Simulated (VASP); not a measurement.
A run of VASP 6.6.1 is set up as follows.

File INCAR:

```
SYSTEM = InP
PREC = Accurate
ENCUT = 500
EDIFF = 1E-6
ISMEAR = 0
SIGMA = 0.05
LREAL = .FALSE.
LASPH = .TRUE.
NELM = 120
ALGO = Normal
ISIF = 2
LWAVE = .FALSE.
LCHARG = .FALSE.
NBANDS = 16
GGA_COMPAT = .FALSE.
```

File KPOINTS:

```
Automatic mesh
0
G
  8 8 8
  0 0 0
```

The input POSCAR:

```
InP
1.0
    0.0000000000      2.8550009661      2.8550009661
    2.8550009661      0.0000000000      2.8550009661
    2.8550009661      2.8550009661      0.0000000000
In P
1 1
Direct
    0.0000000000      0.0000000000      0.0000000000
    0.5000000000      0.5000000000      0.5000000000
```

Potentials or basis: VASP PAW LDA potentials, release 64 (In_d, P).

Command:

```bash
$ cat potpaw_LDA.64/In_d/POTCAR potpaw_LDA.64/P/POTCAR > POTCAR
$ mpirun -np 1 vasp_std > vasp.out
```

Estimate the band gap on the k mesh.

zero (band 9 reaches 6.05 eV, above the bottom of band 10 at 3.71 eV).

What does it give for the pressure?

-9.6 GPa.

Caveat: spin-orbit coupling is left out, which moves the levels of the heavy elements.
